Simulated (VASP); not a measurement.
Set up this calculation in VASP 6.6.1, as the native input.

| Item | Value |
| --- | --- |
| Task | single point |
| Functional | PBE |
| Potentials or basis | VASP PAW PBE potentials, release 64 (Ru_pv) |
| Cutoff | 500 eV |
| k mesh | 10 × 10 × 10 |
| Occupations | fermi-dirac, width 0.1 eV |
| Spin | non-collinear spin, zero start, spin-orbit coupling |
| Starting moments | [[0.0, 0.0, 0.0], [0.0, 0.0, 0.0]] μB |
| Dipole correction | no |
| Further INCAR settings | ALGO = Normal; EDIFF = 1e-06; NBANDS = 40 |

The structure of Ru lies in POSCAR:

```
Ru
1.0
    0.0000000000      2.7278429134      2.7278429134
    2.7278429134      0.0000000000      2.7278429134
    2.7278429134      2.7278429134      0.0000000000
Ru
2
Direct
    0.1250000000      0.1250000000      0.1250000000
    0.8750000000      0.8750000000      0.8750000000
```

This isn't the form of Ru at room conditions, which is hcp.

One way to write it, as run:

INCAR

```
SYSTEM = Ru
PREC = Accurate
ENCUT = 500
EDIFF = 1E-6
ISMEAR = -1
SIGMA = 0.1
LREAL = .False.
LASPH = .True.
NELM = 200
ALGO = Normal
ISIF = 2
LWAVE = .False.
LCHARG = .False.
LNONCOLLINEAR = .True.
MAGMOM = 0 0 0 0 0 0
LORBIT = 11
LSORBIT = .True.
GGA_COMPAT = .False.
LORBMOM = .True.
LMAXMIX = 4
GGA = PE
NBANDS = 40
```

KPOINTS

```
Automatic mesh
0
Gamma
  10 10 10
  0 0 0
```

Potentials or basis: VASP PAW PBE potentials, release 64 (Ru_pv).

Launch:

```console
$ cat potpaw_PBE.64/Ru_pv/POTCAR > POTCAR
$ mpirun -np 1 vasp_ncl > vasp.out
```

Results of the run:

```yaml
Pressure: 0.4 GPa
Net_moment: 0.00 μB per cell
Valence_electrons_inside_the_program's_atomic_spheres: Ru 12.75
```

Wall time 4.7 min on 1 thread of Oxide Virtual Turin-like Processor, on a shared host, peak memory 0.26 GiB.
